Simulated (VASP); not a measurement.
# MgS (P6_3mc) in VASP: further runs

Runs on MgS. Level: PBEsol. Tasks: single point.

All numbers are computed with VASP 6.6.1; they aren't measurements. Logs are shortened: lines on timing, memory, paths and dates and some standing lists are left out, and cuts for length are marked.

### 1 The cell of the first run

It takes space group P6_3mc (No. 186, hexagonal). The conventional cell has a = 3.968 Å, b = 3.968 Å, c = 6.473 Å, α = 90.00°, β = 90.00°, γ = 120.00°. Within 3.2 Å of Mg (site symmetry 3m) lie 4 S at 2.41 to 2.48 Å. S (site symmetry 3m) has 4 Mg at 2.41 to 2.48 Å within 3.2 Å.

### 2 Single point, PBEsol (biaxial strain in the a-b plane: -1.5 %)

File INCAR:

```
SYSTEM = MgS
  PREC = Accurate
  ENCUT = 520
  EDIFF = 1E-6
  ISMEAR = 0
  SIGMA = 0.02
  LREAL = .False.
  LASPH = .True.
  NELM = 80
  ALGO = Normal
  ISIF = 2
  LWAVE = .False.
  LCHARG = .True.
  GGA = PS
  LELF = .True.
  LVHAR = .True.
  NBANDS = 16
```

File KPOINTS:

```
Automatic mesh
0
Gamma
  6 6 4
  0 0 0
```

File POSCAR:

```
MgS
1.0
    3.9683588377      0.0000000000      0.0000000000
   -1.9841794189      3.4366995648      0.0000000000
    0.0000000000      0.0000000000      6.4729289140
Mg S
2 2
Direct
    0.6666666667      0.3333333333      0.4962629879
    0.3333333333      0.6666666667      0.9962629879
    0.3333333333      0.6666666667      0.3787360121
    0.6666666667      0.3333333333      0.8787360121
```

Potentials or basis: VASP PAW PBE potentials, release 64 (Mg, S).

On the command line:

```sh
cat potpaw_PBE.64/Mg/POTCAR potpaw_PBE.64/S/POTCAR > POTCAR
mpirun -np 1 vasp_std > vasp.out
```

OUTCAR:

```text
SYSTEM = MgS
   PREC = Accurate
   ENCUT = 520
   EDIFF = 1E-6
   ISMEAR = 0
   LREAL = .False.
   LASPH = .True.
   NELM = 80
   ISIF = 2
   GGA = PS

 ion  position               nearest neighbor table
   1  0.667  0.333  0.496-   3 2.41   3 2.41   3 2.41   4 2.48
   2  0.333  0.667  0.996-   4 2.41   4 2.41   4 2.41   3 2.48
   3  0.333  0.667  0.379-   1 2.41   1 2.41   1 2.41   2 2.48
   4  0.667  0.333  0.879-   2 2.41   2 2.41   2 2.41   1 2.48

  LATTYP: Found a hexagonal cell.
 ALAT       =     3.9683588377
 C/A-ratio  =     1.6311349802

  Lattice vectors:

 A1 = (   3.9683588377,   0.0000000000,   0.0000000000)
 A2 = (  -1.9841794189,   3.4366995648,   0.0000000000)
 A3 = (   0.0000000000,   0.0000000000,   6.4729289140)

Analysis of symmetry for initial positions (statically):
=====================================================================
 Subroutine PRICEL returns:
 Original cell was already a primitive cell.

 Routine SETGRP: Setting up the symmetry group for a
 hexagonal supercell.

 Subroutine GETGRP returns: Found 12 space group operations
 (whereof  6 operations were pure point group operations)
 out of a pool of 24 trial point group operations.

The static configuration has the point symmetry C_3v.
 The point group associated with its full space group is C_6v.

Analysis of symmetry for dynamics (positions and initial velocities):
=====================================================================
 Subroutine PRICEL returns:
 Original cell was already a primitive cell.

 Routine SETGRP: Setting up the symmetry group for a
 hexagonal supercell.

 Subroutine GETGRP returns: Found 12 space group operations
 (whereof  6 operations were pure point group operations)
 out of a pool of 24 trial point group operations.

The dynamic configuration has the point symmetry C_3v.
 The point group associated with its full space group is C_6v.

 Subroutine INISYM returns: Found 12 space group operations
 (whereof  6 operations are pure point group operations),
 and found     1 'primitive' translations

----------------------------------------------------------------------------------------

                                     Primitive cell

  volume of cell :      88.2782

  direct lattice vectors                    reciprocal lattice vectors
     3.968358838  0.000000000  0.000000000     0.251993341  0.145488423  0.000000000
    -1.984179419  3.436699565  0.000000000     0.000000000  0.290976846  0.000000000
     0.000000000  0.000000000  6.472928914     0.000000000  0.000000000  0.154489569
[... 88 lines left out ...]
   IBRION =     -1    ionic relax: 0-MD 1-quasi-New 2-CG
   NFREE  =      0    steps in history (QN), initial steepest desc. (CG)
   ISIF   =      2    stress and relaxation
   ISYM   =      2    0-nonsym 1-usesym 2-fastsym
   POTIM  = 0.5000    time-step for ionic-motion
   TEBEG  =    0.0;   TEEND  =   0.0 temperature during run
   PSTRESS=    0.0 pullay stress
   NELECT =      16.0000    total number of electrons
   NUPDOWN=      -1.0000    fix difference up-down
   EMIN   =  10.00;   EMAX   =-10.00  energy-range for DOS
   EFERMI =   0.00;   METHOD = LEGACY
   ISMEAR =     0;   SIGMA  =   0.02  broadening in eV -4-tet -1-fermi 0-gaus
   EFERMI_NEDOS =   21; number of points for ismear=-14 and -15
   IALGO  =     38    algorithm
   IMIX   =      4    mixing-type and parameters
     AMIX     =   0.40;   BMIX     =  1.00
     AMIX_MAG =   1.60;   BMIX_MAG =  1.00
  volume/ion in A,a.u.               =      22.07       148.93
  Fermi-wavevector in a.u.,A,eV,Ry     =   0.926468  1.750770 11.678462  0.858343
  Thomas-Fermi vector in A             =   2.052433
   LORBIT       =      0    0 simple, 1 ext, 2 COOP (PROOUT), +10 PAW based schemes
   GGA     = PS    functional components
   LHFCALC =     F    Hartree Fock is set to
   AEXX    =    0.0000 exact exchange contribution
   IVDW    =     0    specifies the selected vdW correction
   LEPSILON=     F    determine dielectric tensor
   LRPA    =     F    only Hartree local field effects (RPA)
 non-spin polarized calculation
 Gauss-broadening in eV      SIGMA  =   0.02
  energy-cutoff  :      520.00
  volume of cell :       88.28
 maximum number of plane-waves:      2412
 NGX is ok and might be reduce to    30
   NGX = 15   NGY = 15   NGZ = 25

 number of electron      16.0000003 magnetization

 Free energy of the ion-electron system (eV)
  ---------------------------------------------------
  ext. energy  EPLUGINS =         0.00000000
  ---------------------------------------------------
  free energy    TOTEN  =       -17.85384686 eV

  energy without entropy =      -17.85384686  energy(sigma->0) =      -17.85384686

 E-fermi :   1.3472     XC(G=0):  -8.6745

 val. band max:        1.2534493183   @ k =   0.0000   0.0000   0.0000
 cond. band min:       4.7006885161   @ k =   0.0000   0.0000   0.0000
 fundamental gap:      3.4472391978
 Fermi energy:         1.3472032609

 k-point     1 :       0.0000    0.0000    0.0000
  band No.  band energies     occupation
      1     -10.1988      2.00000
      2      -9.4554      2.00000
      3      -2.0809      2.00000
      4       0.7689      2.00000
      5       0.7689      2.00000
      6       1.1648      2.00000
[... 376 lines left out ...]
      3      -1.5775      2.00000
      4      -1.5775      2.00000
      5      -0.8222      2.00000
      6      -0.8222      2.00000
[... 8 lines left out ...]
     15      10.5505      0.00000
     16      10.5505      0.00000

------------------------ aborting loop because EDIFF is reached ----------------------------------------

  FORCE on cell =-STRESS in cart. coord.  units (eV):
  Direction    XX          YY          ZZ          XY          YZ          ZX
  --------------------------------------------------------------------------------------
  -------------------------------------------------------------------------------------
  Total        1.1829978      1.1829978     -0.2100154     -0.0000000      0.0000000      0.0000000
  in kB       21.4704524     21.4704524     -3.8116100     -0.0000000      0.0000000      0.0000000
  external PRESSURE =      13.0430983 kB  Pullay stress =       0.0000000 kB

 VOLUME and BASIS-vectors are now :
 -----------------------------------------------------------------------------
  energy-cutoff  :      520.00
  volume of cell :       88.28
      direct lattice vectors                 reciprocal lattice vectors
     3.968358838  0.000000000  0.000000000     0.251993341  0.145488423  0.000000000
    -1.984179419  3.436699565  0.000000000     0.000000000  0.290976846  0.000000000
     0.000000000  0.000000000  6.472928914     0.000000000  0.000000000  0.154489569

 POSITION                                       TOTAL-FORCE (eV/Angst)
 -----------------------------------------------------------------------------------
      1.98418      1.14557      3.21228         0.000000     -0.000000      0.186043
     -0.00000      2.29113      6.44874        -0.000000      0.000000      0.186043
     -0.00000      2.29113      2.45153        -0.000000      0.000000     -0.186043
      1.98418      1.14557      5.68800         0.000000     -0.000000     -0.186043
 -----------------------------------------------------------------------------------
    total drift:                               -0.000000      0.000000      0.001188

  FREE ENERGIE OF THE ION-ELECTRON SYSTEM (eV)
  ---------------------------------------------------
  free  energy   TOTEN  =       -17.8538468570 eV

  energy  without entropy=      -17.8538468570  energy(sigma->0) =      -17.85384686
```

OSZICAR:

```text
N       E                     dE             d eps       ncg     rms          rms(c)
DAV:   1     0.611688927855E+02    0.61169E+02   -0.58900E+03   672   0.806E+02
DAV:   2    -0.131516177171E+02   -0.74321E+02   -0.67564E+02   976   0.136E+02
DAV:   3    -0.187341544719E+02   -0.55825E+01   -0.55587E+01   912   0.404E+01
DAV:   4    -0.188008598043E+02   -0.66705E-01   -0.66698E-01   792   0.547E+00
DAV:   5    -0.188020880890E+02   -0.12283E-02   -0.12282E-02   920   0.741E-01    0.539E+00
DAV:   6    -0.179271285919E+02    0.87496E+00   -0.12917E+00   720   0.524E+00    0.397E+00
DAV:   7    -0.178495585184E+02    0.77570E-01   -0.33195E-01   816   0.269E+00    0.285E+00
DAV:   8    -0.178559637537E+02   -0.64052E-02   -0.29193E-02   736   0.110E+00    0.176E+00
DAV:   9    -0.178536168053E+02    0.23469E-02   -0.40905E-03   792   0.410E-01    0.377E-01
DAV:  10    -0.178538251790E+02   -0.20837E-03   -0.98185E-04   840   0.143E-01    0.379E-02
DAV:  11    -0.178538463197E+02   -0.21141E-04   -0.44473E-05   800   0.363E-02    0.555E-02
DAV:  12    -0.178538468570E+02   -0.53731E-06   -0.72931E-06   832   0.143E-02
   1 F= -.17853847E+02 E0= -.17853847E+02  d E =-.224226E-13
```

Wall time 13 s (1 thread of Intel Xeon 6975P-C (Granite Rapids), shared host); peak memory 0.19 GiB.

Results:

- Free energy: -17.8538 eV
- Pressure: 1.3 GPa
- Largest force: 0.186 eV/Å
- Band gap on the k mesh: 3.45 eV, direct

Forces in eV/Å, atoms in the order of the input:
```
Mg   0.000  0.000  0.186
Mg   0.000  0.000  0.186
S    0.000  0.000 -0.186
S    0.000  0.000 -0.186
```

Stress tensor (GPa, compression positive):
```
 2.15  0.00  0.00
 0.00  2.15  0.00
 0.00  0.00 -0.38
```

Caveat: the cell differs from its parent crystal (biaxial strain in the a-b plane: -1.5 %); the PAW data sets were made with another functional, which shifts forces and pressure a little.

### 3 Single point, PBEsol

This run uses another cell than the first one, of 22.23 Å³/atom, 1.007 times its volume.

File INCAR:

```
PREC = Accurate
ENCUT = 520
EDIFF = 1E-6
ISMEAR = 0
SIGMA = 0.02
LREAL = False
LASPH = True
NELM = 60
ALGO = Normal
ISIF = 2
LWAVE = False
LCHARG = True
GGA = PS
LELF = True
LVHAR = True
NBANDS = 16
```

File KPOINTS:

```
regular mesh
0
Gamma
  6 6 4
```

File POSCAR:

```
MgS
1.0
    3.9683588377      0.0000000000      0.0000000000
   -1.9841794189      3.4366995648      0.0000000000
    0.0000000000      0.0000000000      6.5211121958
Mg S
2 2
Direct
    0.6666666667      0.3333333333      0.4998350902
    0.3333333333      0.6666666667      0.9998350902
    0.3333333333      0.6666666667      0.3751639098
    0.6666666667      0.3333333333      0.8751639098
```

Potentials or basis: VASP PAW PBE potentials, release 64 (Mg, S).

On the command line:

```sh
cat potpaw_PBE.64/Mg/POTCAR potpaw_PBE.64/S/POTCAR > POTCAR
mpirun -np 1 vasp_std > vasp.out
```

It took 15 s on 1 thread of Intel Xeon 6975P-C (Granite Rapids), shared host; peak memory 0.2 GiB.

It converged, with:

- Free energy: -17.8619 eV
- Pressure: 0.8 GPa
- Band gap on the k mesh: 3.45 eV, direct

Stress tensor (GPa, compression positive):
```
 1.24  0.00  0.00
 0.00  1.24  0.00
 0.00  0.00 -0.08
```

Levels at points of the mesh, in eV from the valence-band top:
```csv
k point,band 5,band 6,band 7,band 8,band 9,band 10,band 11,band 12
"(0.00, 0.00, 0.00)",-0.38,-0.04,0.00,0.00,3.45,4.88,7.67,7.67
"(0.50, 0.00, 0.00)",-1.88,-1.10,-0.93,-0.36,4.79,5.05,5.81,7.56
"(0.00, 0.00, 0.50)",-0.20,-0.20,-0.20,-0.20,5.02,5.02,7.53,7.53
"(0.50, 0.00, 0.50)",-0.82,-0.82,-0.76,-0.76,4.55,4.55,6.29,6.29
```

Caveat: the PAW data sets were made with another functional, which shifts forces and pressure a little. PBEsol gaps usually lie below the measured ones, often by a third to a half.

### 4 Single point, PBEsol

This run uses another cell than the first one, of 22.54 Å³/atom, 1.021 times its volume.

File INCAR:

```
SYSTEM = MgS
  PREC = Accurate
  ENCUT = 520
  EDIFF = 1E-6
  ISMEAR = 0
  SIGMA = 0.02
  LREAL = .FALSE.
  LASPH = .TRUE.
  NELM = 80
  ALGO = Normal
  ISIF = 2
  LWAVE = .FALSE.
  LCHARG = .FALSE.
  GGA = PS
  NBANDS = 16
```

File KPOINTS:

```
Automatic mesh
0
G
  6 6 4
  0 0 0
```

File POSCAR:

```
MgS
1.0
    4.0287906982      0.0000000000      0.0000000000
   -2.0143953491      3.4890350912      0.0000000000
    0.0000000000      0.0000000000      6.4151921843
Mg S
2 2
Direct
    0.6666666667      0.3333333333      0.4962629879
    0.3333333333      0.6666666667      0.9962629879
    0.3333333333      0.6666666667      0.3787360121
    0.6666666667      0.3333333333      0.8787360121
```

Potentials or basis: VASP PAW PBE potentials, release 64 (Mg, S).

On the command line:

```sh
cat potpaw_PBE.64/Mg/POTCAR potpaw_PBE.64/S/POTCAR > POTCAR
mpirun -np 1 vasp_std > vasp.out
```

OUTCAR:

```text
SYSTEM = MgS
   PREC = Accurate
   ENCUT = 520
   EDIFF = 1E-6
   ISMEAR = 0
   LREAL = .FALSE.
   LASPH = .TRUE.
   NELM = 80
   ISIF = 2
   GGA = PS

 ion  position               nearest neighbor table
   1  0.667  0.333  0.496-   3 2.45   3 2.45   3 2.45   4 2.45
   2  0.333  0.667  0.996-   4 2.45   4 2.45   4 2.45   3 2.45
   3  0.333  0.667  0.379-   1 2.45   1 2.45   1 2.45   2 2.45
   4  0.667  0.333  0.879-   2 2.45   2 2.45   2 2.45   1 2.45

  LATTYP: Found a hexagonal cell.
 ALAT       =     4.0287906982
 C/A-ratio  =     1.5923369231

  Lattice vectors:

 A1 = (   4.0287906982,   0.0000000000,   0.0000000000)
 A2 = (  -2.0143953491,   3.4890350912,   0.0000000000)
 A3 = (   0.0000000000,   0.0000000000,   6.4151921843)

Analysis of symmetry for initial positions (statically):
=====================================================================
 Subroutine PRICEL returns:
 Original cell was already a primitive cell.

 Routine SETGRP: Setting up the symmetry group for a
 hexagonal supercell.

 Subroutine GETGRP returns: Found 12 space group operations
 (whereof  6 operations were pure point group operations)
[... 171 lines left out ...]
 fundamental gap:      3.3037337505
 Fermi energy:         1.2774556821

 k-point     1 :       0.0000    0.0000    0.0000
  band No.  band energies     occupation
      1     -10.2602      2.00000
      2      -9.5054      2.00000
      3      -2.1304      2.00000
      4       0.5834      2.00000
      5       0.5834      2.00000
      6       1.0128      2.00000
[... 376 lines left out ...]
      3      -1.6864      2.00000
      4      -1.6864      2.00000
      5      -0.8814      2.00000
      6      -0.8814      2.00000
[... 8 lines left out ...]
     15      10.3727      0.00000
     16      10.3727      0.00000

------------------------ aborting loop because EDIFF is reached ----------------------------------------

  FORCE on cell =-STRESS in cart. coord.  units (eV):
  Direction    XX          YY          ZZ          XY          YZ          ZX
  --------------------------------------------------------------------------------------
  -------------------------------------------------------------------------------------
  Total       -0.0507624     -0.0507624     -0.0386562      0.0000000      0.0000000     -0.0000000
  in kB       -0.9019090     -0.9019090     -0.6868145      0.0000000      0.0000000     -0.0000000
  external PRESSURE =      -0.8302108 kB  Pullay stress =       0.0000000 kB

 VOLUME and BASIS-vectors are now :
 -----------------------------------------------------------------------------
  energy-cutoff  :      520.00
  volume of cell :       90.18
      direct lattice vectors                 reciprocal lattice vectors
     4.028790698  0.000000000  0.000000000     0.248213440  0.143306097  0.000000000
    -2.014395349  3.489035091  0.000000000     0.000000000  0.286612193  0.000000000
     0.000000000  0.000000000  6.415192184     0.000000000  0.000000000  0.155879975

 POSITION                                       TOTAL-FORCE (eV/Angst)
 -----------------------------------------------------------------------------------
      2.01440      1.16301      3.18362        -0.000000      0.000000      0.002729
     -0.00000      2.32602      6.39122        -0.000000      0.000000      0.002729
     -0.00000      2.32602      2.42966         0.000000     -0.000000     -0.002729
      2.01440      1.16301      5.63726        -0.000000      0.000000     -0.002729
 -----------------------------------------------------------------------------------
    total drift:                               -0.000000      0.000000      0.000073

  FREE ENERGIE OF THE ION-ELECTRON SYSTEM (eV)
  ---------------------------------------------------
  free  energy   TOTEN  =       -17.8721727529 eV

  energy  without entropy=      -17.8721727529  energy(sigma->0) =      -17.87217275
```

OSZICAR:

```text
N       E                     dE             d eps       ncg     rms          rms(c)
DAV:   1     0.602858176459E+02    0.60286E+02   -0.60189E+03   672   0.814E+02
DAV:   2    -0.130403422003E+02   -0.73326E+02   -0.68021E+02  1016   0.135E+02
DAV:   3    -0.187524179001E+02   -0.57121E+01   -0.56910E+01   904   0.411E+01
DAV:   4    -0.188203471683E+02   -0.67929E-01   -0.67920E-01   816   0.554E+00
DAV:   5    -0.188216025552E+02   -0.12554E-02   -0.12554E-02   912   0.759E-01    0.531E+00
DAV:   6    -0.179431001730E+02    0.87850E+00   -0.13047E+00   720   0.525E+00    0.389E+00
DAV:   7    -0.178677213066E+02    0.75379E-01   -0.32462E-01   824   0.265E+00    0.279E+00
DAV:   8    -0.178742906606E+02   -0.65694E-02   -0.29361E-02   720   0.111E+00    0.173E+00
DAV:   9    -0.178719377421E+02    0.23529E-02   -0.39667E-03   792   0.405E-01    0.401E-01
DAV:  10    -0.178721513506E+02   -0.21361E-03   -0.10626E-03   872   0.148E-01    0.397E-02
DAV:  11    -0.178721726084E+02   -0.21258E-04   -0.53106E-05   824   0.392E-02    0.597E-02
DAV:  12    -0.178721727529E+02   -0.14452E-06   -0.63749E-06   832   0.131E-02
   1 F= -.17872173E+02 E0= -.17872173E+02  d E =-.221724E-17
```

stdout:

```text
POSCAR found type information on POSCAR MgS
 POSCAR found :  2 types and       4 ions
 scaLAPACK will be used
 -----------------------------------------------------------------------------
|                                                                             |
|                                                                             |
|     You enforced a specific xc type in the INCAR file but a different       |
|     I HOPE YOU KNOW WHAT YOU ARE DOING!                                     |
|                                                                             |
 -----------------------------------------------------------------------------

 LDA part: xc-table for (Slater+PW92), standard interpolation
 POSCAR, INCAR and KPOINTS ok, starting setup
 FFT: planning ... GRIDC
 FFT: planning ... GRID_SOFT
 FFT: planning ... GRID
 WAVECAR not read
 entering main loop
```

It took 14 s on 1 thread of Intel Xeon 6975P-C (Granite Rapids), shared host; peak memory 0.2 GiB.

Results:

| Item | Value |
| --- | --- |
| Free energy | -17.8722 eV |
| Pressure | -0.1 GPa |
| Band gap on the k mesh | 3.30 eV, direct |

Forces in eV/Å, atoms in the order of the input:
```
Mg   0.000  0.000  0.003
Mg   0.000  0.000  0.003
S    0.000  0.000 -0.003
S    0.000  0.000 -0.003
```

Levels at points of the mesh, in eV from the valence-band top:
| k point | band 5 | band 6 | band 7 | band 8 | band 9 | band 10 | band 11 | band 12 |
| --- | --- | --- | --- | --- | --- | --- | --- | --- |
| (0.00, 0.00, 0.00) | -0.58 | -0.15 | -0.15 | 0.00 | 3.30 | 4.58 | 7.40 | 7.40 |
| (0.50, 0.00, 0.00) | -1.93 | -1.27 | -0.96 | -0.47 | 4.59 | 5.07 | 5.71 | 7.39 |
| (0.00, 0.00, 0.50) | -0.38 | -0.38 | -0.38 | -0.38 | 4.80 | 4.80 | 7.52 | 7.52 |
| (0.50, 0.00, 0.50) | -0.91 | -0.91 | -0.82 | -0.82 | 4.50 | 4.50 | 6.21 | 6.21 |

Caveat: the PAW data sets were made with another functional, which shifts forces and pressure a little. PBEsol gaps usually lie below the measured ones, often by a third to a half.

[end of part 1 of 2]
